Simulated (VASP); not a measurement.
Crystal: KI.

```xyz
2
Lattice="-0.2541 3.4684 3.4684 3.4684 -0.2541 3.4684 3.4684 3.4684 -0.2541" Properties=species:S:1:pos:R:3 pbc="T T T"
K     0.0000    0.0000    0.0000
I     3.3414    3.3414    3.3414
```

This cell differs from its parent crystal: epitaxial 111 strain +5.0%.

Base run:

```yaml
Program: VASP 6.6.1
Functional: HSE06
Potentials_or_basis: VASP PAW PBE potentials, release 64 (K_sv, I)
Cutoff: 520 eV
k_mesh: 4 × 4 × 4
Occupations: gaussian, width 0.01 eV
Spin: no spin polarisation
```

Its results: band gap on the k mesh 4.63 eV; pressure -0.2 GPa.

The run is repeated on the same cell with these changes: functional from HSE06 to r2SCAN; k mesh from 4 × 4 × 4 to 6 × 6 × 6. What comes out?

Band gap on the k mesh 4.28 eV; pressure -0.5 GPa.

Several settings changed at once.

Caveats: the PAW data sets were made with another functional, which shifts forces and pressure a little; spin-orbit coupling is left out, which moves the levels of the heavy elements.

